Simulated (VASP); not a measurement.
## SnTe: single point with PBE

The system is SnTe.

```
CELL_PARAMETERS angstrom
0.00000 3.20546 3.20546
3.20546 0.00000 3.20546
3.20546 3.20546 0.00000
ATOMIC_POSITIONS crystal
Te 0.50000 0.50000 0.50000
Sn 0.00000 0.00000 0.00000
```

```yaml
Program: VASP 6.6.1
Task: single point
Functional: PBE
Potentials_or_basis: VASP PAW PBE potentials, release 64 (Te, Sn_d)
Cutoff: 520 eV
k_mesh: 9 × 9 × 9
Occupations: fermi-dirac, width 0.1 eV
Spin: no spin polarisation
```

```json
{"Pressure": "-0.1 GPa"}
```

Levels at points of the mesh, in eV from the Fermi level:
```csv
k point,band 6,band 7,band 8,band 9,band 10,band 11,band 12,band 13,band 14,band 15
"(0.00, 0.00, 0.00)",-12.43,-4.87,-2.01,-2.01,-2.01,3.24,3.24,3.24,4.84,4.84
```

Run time: 55 s on 1 thread of Intel Xeon 8259CL, on a shared host, peak memory 0.22 GiB.

Caveat: this odd mesh misses L, so gap, dielectric constants and Born charges aren't listed; spin-orbit coupling is left out, which moves the levels of the heavy elements.
